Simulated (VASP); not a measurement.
Input of a VASP 6.6.1 run:

File INCAR:

```
ALGO = Normal ; EDIFF = 1E-6
ENCUT = 520 ; GGA = PS
GGA_COMPAT = F ; ISIF = 2
ISMEAR = 0 ; LASPH = T
LCHARG = T ; LMAXMIX = 6
LNONCOLLINEAR = T ; LORBIT = 11
LORBMOM = T ; LREAL = F
LSORBIT = T ; LVHAR = T
LWAVE = F ; MAGMOM = 0 0 0 0 0 0
NBANDS = 29 ; NELM = 150
PREC = Accurate ; SIGMA = 0.05
```

KPOINTS

```
k-points
0
Gamma
  12 12 12
```

Contents of POSCAR:

```
LaTe
1.0
    3.7961476951      0.0000000000      0.0000000000
    0.0000000000      3.7961476951      0.0000000000
    0.0000000000      0.0000000000      3.7961476951
La Te
1 1
Direct
    0.0000000000      0.0000000000      0.0000000000
    0.5000000000      0.5000000000      0.5000000000
```

Potentials or basis: VASP PAW PBE potentials, release 64 (La, Te).

Run with:

```console
$ cat potpaw_PBE.64/La/POTCAR potpaw_PBE.64/Te/POTCAR > POTCAR
$ mpirun -np 1 vasp_ncl > vasp.out
```

Q: What does it give for the pressure?

A: 4.4 GPa.

Q: What does it give for the net moment?

A: 0.00 μB per cell.

Moments on the atoms (μB; x, y, z):
```
La  0.00 0.00 0.00
Te  0.00 0.00 0.00
```

Caveat: the cell stands under pressure; the PAW data sets were made with another functional, which shifts forces and pressure a little.
